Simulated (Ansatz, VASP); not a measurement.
# Sc in VASP and in Ansatz

The input INCAR:

```
SYSTEM = Sc
PREC = Accurate
ENCUT = 520
EDIFF = 1E-6
ISMEAR = -1
SIGMA = 0.05
LREAL = .FALSE.
LASPH = .TRUE.
NELM = 60
ALGO = Fast
ISIF = 2
LWAVE = .FALSE.
LCHARG = .FALSE.
GGA = PE
NBANDS = 18
```

KPOINTS

```
Automatic mesh
0
G
  8 8 4
  0 0 0
```

POSCAR

```
Sc
1.0
    3.2428200000      0.0000000000      0.0000000000
   -1.6214100000      2.8083644999      0.0000000000
    0.0000000000      0.0000000000      5.2733000000
Sc
2
Direct
    0.6666666667      0.3333333333      0.7500000000
    0.3333333333      0.6666666667      0.2500000000
```

File input.yaml:

```yaml
crystal:
  lattice:
    - [3.24282, 0.0, 0.0]
    - [-1.62141, 2.8083644999, 0.0]
    - [0.0, 0.0, 5.2733]
  atoms:
    - { symbol: Sc, position: [0.6666666667, 0.3333333333, 0.75] }
    - { symbol: Sc, position: [0.3333333333, 0.6666666667, 0.25] }
hamiltonian:
  xc: pbe
  pseudopotentials: { kind: paw }
kpoints:
  mp_grid: { grid: [8, 8, 4] }
scf:
  occupations: { method: fermi_dirac, width: 0.05 }
output:
  forces: true
  stress: true
  eigenvalues: true
```

Alike in both runs: task single point; functional PBE; k mesh 8 × 8 × 4; occupations fermi-dirac, width 0.05 eV; no spin polarisation.

|  | VASP | Ansatz |
| --- | --- | --- |
| version | VASP 6.6.1 | Ansatz 0.2.0 |
| potentials or method | VASP PAW PBE potentials, release 64 (Sc_sv) | Ansatz PAW |
| plane-wave cutoff (eV) | 520 | 420 |
| valence electrons in the cell | 22 | 22 |

```csv
,VASP,Ansatz,Ansatz less VASP
gap on the k mesh at the Fermi level (eV),none,none,-
pressure (GPa),1.6,1.5,-0.04
"traceless stress, the component that is largest in VASP (GPa)",-2.52,-2.52,-0.002
```

A gap of «none» marks a metal or a gap that the smearing closes.
